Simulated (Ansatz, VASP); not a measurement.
**HgTe in VASP and in Ansatz**

```
CELL_PARAMETERS angstrom
2.99252 -3.46693 0.00000
2.99252 3.46693 0.00000
0.00000 0.00000 5.79816
ATOMIC_POSITIONS crystal
Hg 0.34305 0.65695 0.75000
Hg 0.65695 0.34305 0.25000
Te 0.78481 0.21519 0.75000
Te 0.21519 0.78481 0.25000
```

Alike in both runs: task single point; functional LDA; k mesh 4 × 4 × 4; occupations fermi-dirac, width 0.05 eV; no spin polarisation.

```csv
,VASP,Ansatz
version,VASP 6.6.1,Ansatz 0.2.0
potentials or method,"VASP PAW LDA potentials, release 64 (Hg, Te)","plane waves, PAW"
plane-wave cutoff (eV),520,420
valence electrons in the cell,36,72
```

|  | VASP | Ansatz | Ansatz less VASP |
| --- | --- | --- | --- |
| gap on the k mesh at the Fermi level (eV) | none | none | - |
| pressure (GPa) | -4.6 | -4.8 | -0.23 |
| traceless stress, the component that is largest in VASP (GPa) | 1.02 | 1.11 | +0.088 |
| rms of the force components (eV/Å) | 0.087 | 0.096 | +0.0084 |

LDA's correlation is that of Perdew and Zunger in VASP and of Perdew and Wang (1992) in Ansatz. Atom by atom the forces differ by 0.009 eV/Å (rms over components). A gap of «none» marks a metal or a gap that the smearing closes. VASP's potentials hold 36 valence electrons a cell and Ansatz's 72, so a difference there can come from the potentials and not from the codes.

Spin-orbit coupling is off throughout.
